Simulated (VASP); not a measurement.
# AgI (zincblende type) (F-43m) in VASP: notebook

Runs on AgI (zincblende type). Level: PBEsol. Tasks: single point, relaxation of cell and atoms.

Program: VASP 6.6.1. These are calculated values, not measurements. Logs are shortened: lines on timing, memory, paths and dates and some standing lists are left out, and cuts for length are marked.

### 1 The cell of the first run

Symmetry: F-43m, No. 216, cubic system. Conventional cell: a = 6.452 Å, b = 6.452 Å, c = 6.452 Å, α = 90.00°, β = 90.00°, γ = 90.00°. Within 3.7 Å of Ag (site symmetry -43m) lie 4 I at 2.79 Å. I (site symmetry -43m) has 4 Ag at 2.79 Å within 3.7 Å.

### 2 Single point, PBEsol

File INCAR:

```
SYSTEM = AgI
PREC = Accurate
ENCUT = 500
EDIFF = 1E-6
ISMEAR = -1
SIGMA = 0.05
LREAL = .FALSE.
LASPH = .TRUE.
NELM = 120
ALGO = Normal
ISIF = 2
LWAVE = .FALSE.
LCHARG = .FALSE.
GGA = PS
NBANDS = 16
GGA_COMPAT = .FALSE.
```

File KPOINTS:

```
Automatic mesh
0
G
  12 12 12
  0 0 0
```

File POSCAR:

```
AgI
1.0
    0.0000000000      3.2260957262      3.2260957262
    3.2260957262      0.0000000000      3.2260957262
    3.2260957262      3.2260957262      0.0000000000
Ag I
1 1
Direct
    0.0000000000      0.0000000000      0.0000000000
    0.2500000000      0.2500000000      0.2500000000
```

Potentials or basis: VASP PAW PBE potentials, release 64 (Ag, I).

On the command line:

```sh
$ cat potpaw_PBE.64/Ag/POTCAR potpaw_PBE.64/I/POTCAR > POTCAR
$ mpirun -np 1 vasp_std > vasp.out
```

OUTCAR:

```text
SYSTEM = AgI
   PREC = Accurate
   ENCUT = 500
   EDIFF = 1E-6
   ISMEAR = -1
   LREAL = .FALSE.
   LASPH = .TRUE.
   NELM = 120
   ISIF = 2
   GGA = PS

 ion  position               nearest neighbor table
   1  0.000  0.000  0.000-   2 2.79   2 2.79   2 2.79   2 2.79
   2  0.250  0.250  0.250-   1 2.79   1 2.79   1 2.79   1 2.79

  LATTYP: Found a face centered cubic cell.
 ALAT       =     6.4521914524

  Lattice vectors:

 A1 = (   0.0000000000,   3.2260957262,   3.2260957262)
 A2 = (   3.2260957262,   0.0000000000,   3.2260957262)
 A3 = (   3.2260957262,   3.2260957262,   0.0000000000)

Analysis of symmetry for initial positions (statically):
=====================================================================
 Subroutine PRICEL returns:
 Original cell was already a primitive cell.

 Routine SETGRP: Setting up the symmetry group for a
 face centered cubic supercell.

 Subroutine GETGRP returns: Found 24 space group operations
 (whereof 24 operations were pure point group operations)
 out of a pool of 48 trial point group operations.

The static configuration has the point symmetry T_d .

Analysis of symmetry for dynamics (positions and initial velocities):
=====================================================================
 Subroutine PRICEL returns:
 Original cell was already a primitive cell.

 Routine SETGRP: Setting up the symmetry group for a
 face centered cubic supercell.

 Subroutine GETGRP returns: Found 24 space group operations
 (whereof 24 operations were pure point group operations)
 out of a pool of 48 trial point group operations.

The dynamic configuration has the point symmetry T_d .

 Subroutine INISYM returns: Found 24 space group operations
 (whereof 24 operations are pure point group operations),
 and found     1 'primitive' translations

----------------------------------------------------------------------------------------

                                     Primitive cell

  volume of cell :      67.1524

  direct lattice vectors                    reciprocal lattice vectors
     0.000000000  3.226095726  3.226095726    -0.154986102  0.154986102  0.154986102
     3.226095726  0.000000000  3.226095726     0.154986102 -0.154986102  0.154986102
     3.226095726  3.226095726  0.000000000     0.154986102  0.154986102 -0.154986102

  length of vectors
[... 80 lines left out ...]
   ENCUT  =  500.0 eV  36.75 Ry    6.06 a.u.   8.32  8.32  8.32*2*pi/ulx,y,z
   NELM   =    120;   NELMIN=  2; NELMDL= -5     # of ELM steps
   EDIFF  = 0.1E-05   stopping-criterion for ELM
   LREAL  =      F    real-space projection
   EDIFFG = 0.1E-04   stopping-criterion for IOM
   NSW    =      0    number of steps for IOM
   IBRION =     -1    ionic relax: 0-MD 1-quasi-New 2-CG
   NFREE  =      0    steps in history (QN), initial steepest desc. (CG)
   ISIF   =      2    stress and relaxation
   ISYM   =      2    0-nonsym 1-usesym 2-fastsym
   POTIM  = 0.5000    time-step for ionic-motion
   TEBEG  =    0.0;   TEEND  =   0.0 temperature during run
   PSTRESS=    0.0 pullay stress
   NELECT =      18.0000    total number of electrons
   NUPDOWN=      -1.0000    fix difference up-down
   EMIN   =  10.00;   EMAX   =-10.00  energy-range for DOS
   EFERMI =   0.00;   METHOD = LEGACY
   ISMEAR =    -1;   SIGMA  =   0.05  broadening in eV -4-tet -1-fermi 0-gaus
   EFERMI_NEDOS =   21; number of points for ismear=-14 and -15
   IALGO  =     38    algorithm
   IMIX   =      4    mixing-type and parameters
     AMIX     =   0.40;   BMIX     =  1.00
     AMIX_MAG =   1.60;   BMIX_MAG =  1.00
  volume/ion in A,a.u.               =      33.58       226.58
  Fermi-wavevector in a.u.,A,eV,Ry     =   1.055549  1.994698 15.159391  1.114184
  Thomas-Fermi vector in A             =   2.190751
   LORBIT       =      0    0 simple, 1 ext, 2 COOP (PROOUT), +10 PAW based schemes
   GGA     = PS    functional components
   LHFCALC =     F    Hartree Fock is set to
   AEXX    =    0.0000 exact exchange contribution
   IVDW    =     0    specifies the selected vdW correction
   LEPSILON=     F    determine dielectric tensor
   LRPA    =     F    only Hartree local field effects (RPA)
 non-spin polarized calculation
  energy-cutoff  :      500.00
  volume of cell :       67.15
 maximum number of plane-waves:      1731
 NGX is ok and might be reduce to    36
   NGX = 17   NGY = 17   NGZ = 17

 number of electron      17.9999998 magnetization

 Free energy of the ion-electron system (eV)
  ---------------------------------------------------
  ext. energy  EPLUGINS =         0.00000000
  ---------------------------------------------------
  free energy    TOTEN  =        -5.45497812 eV

  energy without entropy =       -5.45497808  energy(sigma->0) =       -5.45497810

 E-fermi :   3.8919     XC(G=0):  -8.7285

 val. band max:        3.2278220836   @ k =   0.0000   0.0000   0.0000
 cond. band min:       4.4285471798   @ k =   0.0000   0.0000   0.0000
 fundamental gap:      1.2007250962
 Fermi energy:         3.8919325279

 k-point     1 :       0.0000    0.0000    0.0000
  band No.  band energies     occupation
      1      -9.7318      2.00000
      2      -1.1315      2.00000
      3      -1.1315      2.00000
      4      -1.1315      2.00000
      5       0.0552      2.00000
      6       0.0552      2.00000
[... 433 lines left out ...]
      3      -0.9286      2.00000
      4      -0.8949      2.00000
      5       0.0506      2.00000
      6       0.0691      2.00000
[... 8 lines left out ...]
     15      13.3012      0.00000
     16      13.8525      0.00000

 [... further k-points ...]

------------------------ aborting loop because EDIFF is reached ----------------------------------------

  FORCE on cell =-STRESS in cart. coord.  units (eV):
  Direction    XX          YY          ZZ          XY          YZ          ZX
  --------------------------------------------------------------------------------------
  -------------------------------------------------------------------------------------
  Total       -0.0275006     -0.0275006     -0.0275006     -0.0000000     -0.0000000      0.0000000
  in kB       -0.6561310     -0.6561310     -0.6561310     -0.0000000     -0.0000000      0.0000000
  external PRESSURE =      -0.6561310 kB  Pullay stress =       0.0000000 kB

 VOLUME and BASIS-vectors are now :
 -----------------------------------------------------------------------------
  energy-cutoff  :      500.00
  volume of cell :       67.15
      direct lattice vectors                 reciprocal lattice vectors
     0.000000000  3.226095726  3.226095726    -0.154986102  0.154986102  0.154986102
     3.226095726  0.000000000  3.226095726     0.154986102 -0.154986102  0.154986102
     3.226095726  3.226095726  0.000000000     0.154986102  0.154986102 -0.154986102

 POSITION                                       TOTAL-FORCE (eV/Angst)
 -----------------------------------------------------------------------------------
      0.00000      0.00000      0.00000        -0.000000     -0.000000     -0.000000
      1.61305      1.61305      1.61305         0.000000      0.000000      0.000000
 -----------------------------------------------------------------------------------
    total drift:                                0.000000      0.000000      0.000000

  FREE ENERGIE OF THE ION-ELECTRON SYSTEM (eV)
  ---------------------------------------------------
  free  energy   TOTEN  =        -5.4549781171 eV

  energy  without entropy=       -5.4549780823  energy(sigma->0) =       -5.45497810
```

Run time: 26 s. Hardware: 1 thread of Intel Xeon 6975P-C (Granite Rapids), shared host; peak memory 0.25 GiB.

Results:

* Free energy: -5.4550 eV
* Pressure: -0.1 GPa
* Band gap on the k mesh: 1.20 eV

Levels at points of the mesh, in eV from the valence-band top:
```csv
k point,band 6,band 7,band 8,band 9,band 10,band 11,band 12,band 13
"(0.00, 0.00, 0.00)",-3.17,0.00,0.00,0.00,1.20,5.63,5.63,5.63
"(0.50, 0.00, 0.00)",-3.14,-3.02,-0.76,-0.76,2.64,6.13,6.13,7.10
"(0.50, 0.50, 0.00)",-3.05,-2.70,-1.87,-1.87,3.43,3.75,8.43,9.62
```

Caveat: the PAW data sets were made with another functional, which shifts forces and pressure a little; spin-orbit coupling is left out, which moves the levels of the heavy elements. A k mesh can miss the band edges.

### 3 Relaxation of cell and atoms, PBEsol

This run uses another cell than the first one, of 30.00 Å³/atom.

File INCAR:

```
SYSTEM = AgI
ALGO = Normal
EDIFF = 1E-7
EDIFFG = -0.005
ENCUT = 500
GGA = PS
GGA_COMPAT = .FALSE.
IBRION = 2
ISIF = 3
ISMEAR = -1
LASPH = .TRUE.
LCHARG = .FALSE.
LREAL = .FALSE.
LWAVE = .FALSE.
NELM = 120
NELMIN = 4
NSW = 60
PREC = Accurate
SIGMA = 0.05
```

File KPOINTS:

```
k-points
0
G
  12 12 12
  0 0 0
```

File POSCAR:

```
AgI
1.0
    0.0000000000      3.1072325060      3.1072325060
    3.1072325060      0.0000000000      3.1072325060
    3.1072325060      3.1072325060      0.0000000000
Ag I
1 1
Direct
    0.0000000000      0.0000000000      0.0000000000
    0.2500000000      0.2500000000      0.2500000000
```

Potentials or basis: VASP PAW PBE potentials, release 64 (Ag, I).

On the command line:

```sh
$ cat potpaw_PBE.64/Ag/POTCAR potpaw_PBE.64/I/POTCAR > POTCAR
$ mpirun -np 1 vasp_std > vasp.out
```

OUTCAR:

```text
SYSTEM = AgI
   EDIFF = 1E-7
   EDIFFG = -0.005
   ENCUT = 500
   GGA = PS
   IBRION = 2
   ISIF = 3
   ISMEAR = -1
   LASPH = .TRUE.
   LREAL = .FALSE.
   NELM = 120
   NELMIN = 4
   NSW = 60
   PREC = Accurate

 ion  position               nearest neighbor table
   1  0.000  0.000  0.000-   2 2.69   2 2.69   2 2.69   2 2.69
   2  0.250  0.250  0.250-   1 2.69   1 2.69   1 2.69   1 2.69

  LATTYP: Found a face centered cubic cell.
 ALAT       =     6.2144650120

  Lattice vectors:

 A1 = (   0.0000000000,   3.1072325060,   3.1072325060)
 A2 = (   3.1072325060,   0.0000000000,   3.1072325060)
 A3 = (   3.1072325060,   3.1072325060,   0.0000000000)

Analysis of symmetry for initial positions (statically):
=====================================================================
 Subroutine PRICEL returns:
 Original cell was already a primitive cell.

 Routine SETGRP: Setting up the symmetry group for a
 face centered cubic supercell.

 Subroutine GETGRP returns: Found 24 space group operations
 (whereof 24 operations were pure point group operations)
 out of a pool of 48 trial point group operations.

The static configuration has the point symmetry T_d .

Analysis of symmetry for dynamics (positions and initial velocities):
=====================================================================
 Subroutine PRICEL returns:
 Original cell was already a primitive cell.

 Routine SETGRP: Setting up the symmetry group for a
 face centered cubic supercell.

 Subroutine GETGRP returns: Found 24 space group operations
 (whereof 24 operations were pure point group operations)
 out of a pool of 48 trial point group operations.

The dynamic configuration has the point symmetry T_d .

 Subroutine INISYM returns: Found 24 space group operations
 (whereof 24 operations are pure point group operations),
 and found     1 'primitive' translations

----------------------------------------------------------------------------------------

                                     Primitive cell

  volume of cell :      60.0000

  direct lattice vectors                    reciprocal lattice vectors
     0.000000000  3.107232506  3.107232506    -0.160914897  0.160914897  0.160914897
     3.107232506  0.000000000  3.107232506     0.160914897 -0.160914897  0.160914897
     3.107232506  3.107232506  0.000000000     0.160914897  0.160914897 -0.160914897

  length of vectors
     4.394290351  4.394290351  4.394290351     0.278712778  0.278712778  0.278712778

  position of ions in fractional coordinates (direct lattice)
     0.000000000  0.000000000  0.000000000
     0.250000000  0.250000000  0.250000000

  ion indices of the primitive-cell ions
   primitive index   ion index
                 1           1
                 2           2

----------------------------------------------------------------------------------------

 KPOINTS: k-points

Automatic generation of k-mesh.
 Grid dimensions read from file:
 generate k-points for:   12   12   12

 Generating k-lattice:

[... 49 lines left out ...]
   NGX,Y,Z   is equivalent  to a cutoff of  12.11, 12.11, 12.11 a.u.
   NGXF,Y,Z  is equivalent  to a cutoff of  24.21, 24.21, 24.21 a.u.
 SYSTEM =  AgI
   PREC   = accura    normal or accurate (medium, high low for compatibility)
   ISTART =      0    job   : 0-new  1-cont  2-samecut
   ICHARG =      2    charge: 1-file 2-atom 10-const
   ISPIN  =      1    spin polarized calculation?
   LNONCOLLINEAR =      F non collinear calculations
   LSORBIT =      F    spin-orbit coupling
   LASPH  =      T    aspherical Exc in radial PAW
   ENCUT  =  500.0 eV  36.75 Ry    6.06 a.u.   8.01  8.01  8.01*2*pi/ulx,y,z
   NELM   =    120;   NELMIN=  4; NELMDL= -5     # of ELM steps
   EDIFF  = 0.1E-06   stopping-criterion for ELM
   LREAL  =      F    real-space projection
   EDIFFG = -.5E-02   stopping-criterion for IOM
   NSW    =     60    number of steps for IOM
   IBRION =      2    ionic relax: 0-MD 1-quasi-New 2-CG
   NFREE  =      1    steps in history (QN), initial steepest desc. (CG)
   ISIF   =      3    stress and relaxation
   ISYM   =      2    0-nonsym 1-usesym 2-fastsym
   POTIM  = 0.5000    time-step for ionic-motion
   TEBEG  =    0.0;   TEEND  =   0.0 temperature during run
   PSTRESS=    0.0 pullay stress
   NELECT =      18.0000    total number of electrons
   NUPDOWN=      -1.0000    fix difference up-down
   EMIN   =  10.00;   EMAX   =-10.00  energy-range for DOS
   EFERMI =   0.00;   METHOD = LEGACY
   ISMEAR =    -1;   SIGMA  =   0.05  broadening in eV -4-tet -1-fermi 0-gaus
   EFERMI_NEDOS =   21; number of points for ismear=-14 and -15
   IALGO  =     38    algorithm
   IMIX   =      4    mixing-type and parameters
     AMIX     =   0.40;   BMIX     =  1.00
     AMIX_MAG =   1.60;   BMIX_MAG =  1.00
  volume/ion in A,a.u.               =      30.00       202.45
  Fermi-wavevector in a.u.,A,eV,Ry     =   1.095928  2.071003 16.341381  1.201058
  Thomas-Fermi vector in A             =   2.232260
   LORBIT       =      0    0 simple, 1 ext, 2 COOP (PROOUT), +10 PAW based schemes
   GGA     = PS    functional components
   LHFCALC =     F    Hartree Fock is set to
   AEXX    =    0.0000 exact exchange contribution
   IVDW    =     0    specifies the selected vdW correction
   LEPSILON=     F    determine dielectric tensor
   LRPA    =     F    only Hartree local field effects (RPA)
 conjugate gradient relaxation of ions
 non-spin polarized calculation
  energy-cutoff  :      500.00
  volume of cell :       60.00
 maximum number of plane-waves:      1546
   NGX = 17   NGY = 17   NGZ = 17

--------------------------------------- Ionic step        1  -------------------------------------------

 number of electron      18.0000002 magnetization

 Free energy of the ion-electron system (eV)
  ---------------------------------------------------
  ext. energy  EPLUGINS =         0.00000000
  ---------------------------------------------------
  free energy    TOTEN  =        -5.35490120 eV

  energy without entropy =       -5.35490117  energy(sigma->0) =       -5.35490119

------------------------ aborting loop because EDIFF is reached ----------------------------------------

  FORCE on cell =-STRESS in cart. coord.  units (eV):
  Direction    XX          YY          ZZ          XY          YZ          ZX
  --------------------------------------------------------------------------------------
  -------------------------------------------------------------------------------------
  Total        1.9120633      1.9120633      1.9120633      0.0000000     -0.0000000     -0.0000000
  in kB       51.0577416     51.0577416     51.0577416      0.0000000     -0.0000000     -0.0000000
  external PRESSURE =      51.0577416 kB  Pullay stress =       0.0000000 kB
[... 95 lines left out ...]
--------------------------------------- Ionic step        4  -------------------------------------------

 number of electron      18.0000006 magnetization

 Free energy of the ion-electron system (eV)
  ---------------------------------------------------
  ext. energy  EPLUGINS =         0.00000000
  ---------------------------------------------------
  free energy    TOTEN  =        -5.45467403 eV

  energy without entropy =       -5.45467400  energy(sigma->0) =       -5.45467401

 E-fermi :   3.8957     XC(G=0):  -8.7297

 val. band max:        3.2314638000   @ k =   0.0000   0.0000   0.0000
 cond. band min:       4.4324629916   @ k =   0.0000   0.0000   0.0000
 fundamental gap:      1.2009991916
 Fermi energy:         3.8956864629

 k-point     1 :       0.0000    0.0000    0.0000
  band No.  band energies     occupation
      1      -9.7293      2.00000
      2      -1.1303      2.00000
      3      -1.1303      2.00000
      4      -1.1303      2.00000
      5       0.0562      2.00000
      6       0.0562      2.00000
      7       3.2315      2.00000
      8       3.2315      2.00000
      9       3.2315      2.00000
     10       4.4325      0.00004
     11       8.8658      0.00000
     12       8.8658      0.00000
     13       8.8658      0.00000
[... 354 lines left out ...]
  band No.  band energies     occupation
      1      -9.3885      2.00000
      2      -1.0430      2.00000
      3      -0.9270      2.00000
      4      -0.8937      2.00000
      5       0.0517      2.00000
      6       0.0702      2.00000
      7       0.3002      2.00000
      8       1.8217      2.00000
      9       2.2968      2.00000
     10       6.6569      0.00000
     11       8.7159      0.00000
     12       9.8422      0.00000
     13      10.2692      0.00000

 [... further k-points ...]

------------------------ aborting loop because EDIFF is reached ----------------------------------------

  FORCE on cell =-STRESS in cart. coord.  units (eV):
  Direction    XX          YY          ZZ          XY          YZ          ZX
  --------------------------------------------------------------------------------------
  -------------------------------------------------------------------------------------
  Total       -0.0056571     -0.0056571     -0.0056571      0.0000000      0.0000000      0.0000000
  in kB       -0.1350150     -0.1350150     -0.1350150      0.0000000      0.0000000      0.0000000
  external PRESSURE =      -0.1350150 kB  Pullay stress =       0.0000000 kB
[... 17 lines left out ...]
  FREE ENERGIE OF THE ION-ELECTRON SYSTEM (eV)
  ---------------------------------------------------
  free  energy   TOTEN  =        -5.4546740322 eV

  energy  without entropy=       -5.4546739976  energy(sigma->0) =       -5.45467401

 reached required accuracy - stopping structural energy minimisation
```

CONTCAR:

```text
AgI
   1.00000000000000
     0.0000000000000000    3.2257553563611063    3.2257553563611063
     3.2257553563611063   -0.0000000000000000    3.2257553563611063
     3.2257553563611063    3.2257553563611063   -0.0000000000000000
  Ag              I
     1     1
Direct
     0.0000000000000000    0.0000000000000000    0.0000000000000000
     0.2500000000000000    0.2500000000000000    0.2500000000000000

  0.00000000E+00  0.00000000E+00  0.00000000E+00
  0.00000000E+00  0.00000000E+00  0.00000000E+00
```

It took 50 s on 1 thread of Intel Xeon 6975P-C (Granite Rapids), shared host; peak memory 0.22 GiB.

What came out:

| Quantity | Value |
| --- | --- |
| Free energy | -5.4547 eV |
| Relaxed volume | 33.57 Å³/atom |
| Relaxed cell | a = 4.562 Å, b = 4.562 Å, c = 4.562 Å, α = 60.00°, β = 60.00°, γ = 60.00° |
| Space group after relaxing (to 0.1 Å) | F-43m (No. 216) |
| Energy gained by relaxing | 49.9 meV/atom |
| Ionic steps | 4 |
| Pressure after relaxing | 0.0 GPa |
| Band gap on the k mesh | 1.20 eV |

Step by step:
```
step  energy change (eV)  largest force (eV/Å)  pressure (GPa)  volume (Å³)
   1              0.0000                0.0000            5.11        60.00
   2             -0.0956                0.0000           -0.79        68.69
   3             -0.0998                0.0000            0.03        66.99
   4             -0.0998                0.0000           -0.01        67.13
```

Final structure:
```
Ag I
1.0
     0.00000    3.22576    3.22576
     3.22576    0.00000    3.22576
     3.22576    3.22576    0.00000
Ag I
1 1
Cartesian
  0.0000 0.0000 0.0000
  1.6129 1.6129 1.6129
```

Caveat: the PAW data sets were made with another functional, which shifts forces and pressure a little; spin-orbit coupling is left out, which moves the levels of the heavy elements. A k mesh can miss the band edges.
